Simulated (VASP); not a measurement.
Write the native input for VASP 6.6.1 that does the following.

```yaml
Task: single point
Functional: PBE
Dispersion: D3(BJ)
Potentials_or_basis: VASP PAW PBE potentials, release 64 (O, C, H)
Cutoff: 520 eV
k_mesh: 1 × 1 × 1
Occupations: fermi-dirac, width 0.02 eV
Spin: no spin polarisation
Dipole_correction: no
Further_INCAR_settings: LREAL = Auto; ALGO = Normal; EDIFF = 1e-06; NBANDS = 70
```

The structure of H2CO lies in POSCAR:

```
H2CO
1.0
    7.8729940000      0.0000000000      0.0000000000
    0.0000000000      7.8729940000      0.0000000000
    0.0000000000      0.0000000000      7.8729940000
O C H
8 8 16
Direct
    0.2492444425      0.3581102691      0.3153819246
    0.8008262168      0.9355780025      0.2547315545
    0.3450148698      0.5762864801      0.8225079303
    0.0532580109      0.3058556884      0.6382070150
    0.5712820307      0.1847454729      0.8148488364
    0.9311705306      0.8590759754      0.7905886884
    0.9153315753      0.4318814418      0.1442272152
    0.3146071240      0.8766677582      0.3271182475
    0.3330372156      0.2547823611      0.3972059422
    0.7791699066      0.7808592259      0.2399214327
    0.2872731771      0.6750163915      0.7143915009
   -0.0044455769      0.2175284269      0.5227363313
    0.6713964217      0.2107965534      0.9328852531
    0.7865368626      0.8430464954      0.7326056644
    1.0304212095      0.3495366566      0.0778992084
    0.3707484091      0.8419795570      0.1856345883
    0.4335072528      0.1774166219      0.3420045792
    0.3275628052      0.2461706436      0.5323514790
    0.6605238109      0.7263564535      0.2511242864
    0.8951740596      0.7016771510      0.2124477676
    0.2104917138      0.7786364374      0.7451802961
    0.3023500335      0.6342695041      0.5714598538
   -0.0845675737      0.2545791347      0.4221138743
    0.0575257647      0.0963547032      0.5184304726
    0.7292524293      0.1100724832      1.0266107151
    0.7116352432      0.3453070077      0.9509596984
    0.6900043363      0.7630515151      0.7947294257
    0.7442022692      0.9054496930      0.6123972659
    1.1352098071      0.4240318232      0.0151022597
    1.0523569559      0.2107330451      0.0838054748
    0.4123082019      0.9484701754      0.1090690530
    0.3844788907      0.7101999570      0.1441637070
```

These files were run (other wordings do the same):

INCAR

```
PREC = Accurate
ENCUT = 520
EDIFF = 1E-6
ISMEAR = -1
SIGMA = 0.02
LREAL = Auto
LASPH = True
NELM = 80
ALGO = Normal
ISIF = 2
LWAVE = False
LCHARG = False
GGA = PE
IVDW = 12
NBANDS = 70
```

KPOINTS

```
Automatic mesh
0
Gamma
  1 1 1
```

Potentials or basis: VASP PAW PBE potentials, release 64 (O, C, H).

Launch:

```console
$ cat potpaw_PBE.64/O/POTCAR potpaw_PBE.64/C/POTCAR potpaw_PBE.64/H/POTCAR > POTCAR
$ mpirun -np 1 vasp_gam > vasp.out
```

It gave:

| Quantity | Value |
| --- | --- |
| Pressure | 0.1 GPa |
| Largest force | 4.556 eV/Å |
| Band gap on the k mesh | 2.48 eV |
| Dispersion energy per atom | -0.036 eV |

Caveat: the k points lie up to 0.80 Å⁻¹ apart; the atoms stand as in a frame of molecular dynamics.

Wall time 72 s on 1 thread of AMD EPYC 7R43 64-Core Processor (Zen 3) (shared host), peak memory 0.43 GiB.
